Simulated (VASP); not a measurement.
# S (Fm-3m) in VASP: a series of runs, part 2 of 2

VASP 6.6.1.

### 4 Single point, PBE

This run uses another cell than the first one, of 15.88 Å³/atom, 1.053 times its volume.

INCAR

```
SYSTEM = S
PREC = Accurate
ENCUT = 520
EDIFF = 1E-6
ISMEAR = -1
SIGMA = 0.08
LREAL = .False.
LASPH = .True.
NELM = 60
ALGO = Normal
ISIF = 2
LWAVE = .False.
LCHARG = .True.
GGA = PE
LELF = .True.
LVHAR = .True.
NBANDS = 9
```

KPOINTS

```
Automatic mesh
0
Gamma
  16 16 16
  0 0 0
```

POSCAR

```
S
1.0
    0.0000000000      1.9949013733      1.9949013733
    1.9949013733      0.0000000000      1.9949013733
    1.9949013733      1.9949013733      0.0000000000
S
1
Direct
    0.0000000000      0.0000000000      0.0000000000
```

Potentials or basis: VASP PAW PBE potentials, release 64 (S).

On the command line:

```sh
$ cat potpaw_PBE.64/S/POTCAR > POTCAR
$ mpirun -np 1 vasp_std > vasp.out
```

OUTCAR:

```text
SYSTEM = S
   PREC = Accurate
   ENCUT = 520
   EDIFF = 1E-6
   ISMEAR = -1
   LREAL = .False.
   LASPH = .True.
   NELM = 60
   ISIF = 2
   GGA = PE

 ion  position               nearest neighbor table
   1  0.000  0.000  0.000-

  LATTYP: Found a face centered cubic cell.
 ALAT       =     3.9898027466

  Lattice vectors:

 A1 = (   0.0000000000,   1.9949013733,   1.9949013733)
 A2 = (   1.9949013733,   0.0000000000,   1.9949013733)
 A3 = (   1.9949013733,   1.9949013733,   0.0000000000)

Analysis of symmetry for initial positions (statically):
=====================================================================
 Subroutine PRICEL returns:
 Original cell was already a primitive cell.

 Routine SETGRP: Setting up the symmetry group for a
 face centered cubic supercell.

 Subroutine GETGRP returns: Found 48 space group operations
 (whereof 48 operations were pure point group operations)
 out of a pool of 48 trial point group operations.

The static configuration has the point symmetry O_h .

Analysis of symmetry for dynamics (positions and initial velocities):
=====================================================================
 Subroutine PRICEL returns:
 Original cell was already a primitive cell.

 Routine SETGRP: Setting up the symmetry group for a
 face centered cubic supercell.

 Subroutine GETGRP returns: Found 48 space group operations
 (whereof 48 operations were pure point group operations)
 out of a pool of 48 trial point group operations.

The dynamic configuration has the point symmetry O_h .

 Subroutine INISYM returns: Found 48 space group operations
 (whereof 48 operations are pure point group operations),
 and found     1 'primitive' translations

----------------------------------------------------------------------------------------

[... 111 lines left out ...]
  volume/ion in A,a.u.               =      15.88       107.15
  Fermi-wavevector in a.u.,A,eV,Ry     =   1.183570  2.236622 19.059546  1.400837
  Thomas-Fermi vector in A             =   2.319801
   LORBIT       =      0    0 simple, 1 ext, 2 COOP (PROOUT), +10 PAW based schemes
   GGA     = PE    functional components
   LHFCALC =     F    Hartree Fock is set to
   AEXX    =    0.0000 exact exchange contribution
   IVDW    =     0    specifies the selected vdW correction
   LEPSILON=     F    determine dielectric tensor
   LRPA    =     F    only Hartree local field effects (RPA)
 non-spin polarized calculation
  energy-cutoff  :      520.00
  volume of cell :       15.88
 maximum number of plane-waves:       444
 NGX is ok and might be reduce to    24
   NGX = 11   NGY = 11   NGZ = 11

 number of electron       5.9999999 magnetization

 Free energy of the ion-electron system (eV)
  ---------------------------------------------------
  ext. energy  EPLUGINS =         0.00000000
  ---------------------------------------------------
  free energy    TOTEN  =        -2.84181813 eV

  energy without entropy =       -2.82711098  energy(sigma->0) =       -2.83446456

 E-fermi :   7.4153     XC(G=0): -11.1630

 val. band max:        7.4116213187   @ k =  -0.4375   0.3125   0.0000
 cond. band min:       7.4324348706   @ k =  -0.3750   0.1250   0.0000
 fundamental gap:      0.0208135519
 Fermi energy:         7.4153167393

 k-point     1 :       0.0000    0.0000    0.0000
  band No.  band energies     occupation
      1      -9.2792      2.00000
      2      10.5821      0.00000
      3      10.5821      0.00000
      4      10.5821      0.00000
      5      19.5196      0.00000
      6      19.5196      0.00000
      7      19.5196      0.00000
      8      21.7435      0.00000
      9      24.8339      0.00000
[... 265 lines left out ...]
 k-point    24 :      -0.0625    0.0625    0.0000
  band No.  band energies     occupation
      1      -9.0339      2.00000
      2       9.4719      0.00000
      3      10.0500      0.00000
      4      10.5573      0.00000
      5      19.0752      0.00000
      6      19.7782      0.00000
      7      20.0695      0.00000
      8      22.4854      0.00000
      9      23.7398      0.00000

 [... further k-points ...]

------------------------ aborting loop because EDIFF is reached ----------------------------------------

  FORCE on cell =-STRESS in cart. coord.  units (eV):
  Direction    XX          YY          ZZ          XY          YZ          ZX
  --------------------------------------------------------------------------------------
  -------------------------------------------------------------------------------------
  Total       -0.0171472     -0.0171472     -0.0171472     -0.0000000      0.0000000      0.0000000
  in kB       -1.7302497     -1.7302497     -1.7302497     -0.0000000      0.0000000      0.0000000
  external PRESSURE =      -1.7302497 kB  Pullay stress =       0.0000000 kB

 VOLUME and BASIS-vectors are now :
 -----------------------------------------------------------------------------
  energy-cutoff  :      520.00
  volume of cell :       15.88
      direct lattice vectors                 reciprocal lattice vectors
     0.000000000  1.994901373  1.994901373    -0.250638957  0.250638957  0.250638957
     1.994901373  0.000000000  1.994901373     0.250638957 -0.250638957  0.250638957
     1.994901373  1.994901373  0.000000000     0.250638957  0.250638957 -0.250638957

 POSITION                                       TOTAL-FORCE (eV/Angst)
 -----------------------------------------------------------------------------------
      0.00000      0.00000      0.00000         0.000000      0.000000      0.000000
 -----------------------------------------------------------------------------------
    total drift:                               -0.000000     -0.000000      0.000000

  FREE ENERGIE OF THE ION-ELECTRON SYSTEM (eV)
  ---------------------------------------------------
  free  energy   TOTEN  =        -2.8418181283 eV

  energy  without entropy=       -2.8271109832  energy(sigma->0) =       -2.83446456
```

OSZICAR:

```text
N       E                     dE             d eps       ncg     rms          rms(c)
DAV:   1     0.771915025600E+01    0.77192E+01   -0.29625E+03  2674   0.559E+02
DAV:   2    -0.262520125358E+01   -0.10344E+02   -0.99249E+01  3931   0.770E+01
DAV:   3    -0.284396120394E+01   -0.21876E+00   -0.21648E+00  3058   0.948E+00
DAV:   4    -0.284471093749E+01   -0.74973E-03   -0.74953E-03  3639   0.589E-01
DAV:   5    -0.284471198213E+01   -0.10446E-05   -0.10451E-05  3057   0.188E-02    0.765E+00
DAV:   6    -0.284212253995E+01    0.25894E-02   -0.39022E-03  2880   0.343E-01    0.457E+00
DAV:   7    -0.284187448045E+01    0.24806E-03   -0.59727E-03  2776   0.444E-01    0.137E-01
DAV:   8    -0.284181720638E+01    0.57274E-04   -0.29972E-04  2864   0.945E-02    0.179E-02
DAV:   9    -0.284181812831E+01   -0.92193E-06   -0.23977E-06  3165   0.123E-02
   1 F= -.28418181E+01 E0= -.28344646E+01  d E =-.147071E-01
```

stdout:

```text
POSCAR found type information on POSCAR S
 POSCAR found :  1 types and       1 ions
 scaLAPACK will be used
 LDA part: xc-table for (Slater+PW92), standard interpolation
 POSCAR, INCAR and KPOINTS ok, starting setup
 FFT: planning ... GRIDC
 FFT: planning ... GRID_SOFT
 FFT: planning ... GRID
 WAVECAR not read
 entering main loop
```

It took 17 s on 1 thread of AMD EPYC 9R45 (Zen 5), shared host; peak memory 0.1 GiB.

Results:

| Property | Result |
| --- | --- |
| Free energy | -2.8418 eV |
| Pressure | -0.2 GPa |
| Band gap on the k mesh | zero (band 3 reaches 10.58 eV, above the bottom of band 4 at 4.90 eV) |

Levels at points of the mesh, in eV from the Fermi level:
| k point | band 1 | band 2 | band 3 | band 4 | band 5 | band 6 | band 7 |
| --- | --- | --- | --- | --- | --- | --- | --- |
| (0.00, 0.00, 0.00) | -16.69 | 3.17 | 3.17 | 3.17 | 12.10 | 12.10 | 12.10 |
| (0.50, 0.00, 0.00) | -12.62 | -7.39 | 1.88 | 1.88 | 9.43 | 11.33 | 11.33 |
| (0.50, 0.50, 0.00) | -10.98 | -6.40 | -0.84 | -0.84 | 5.39 | 5.90 | 21.82 |
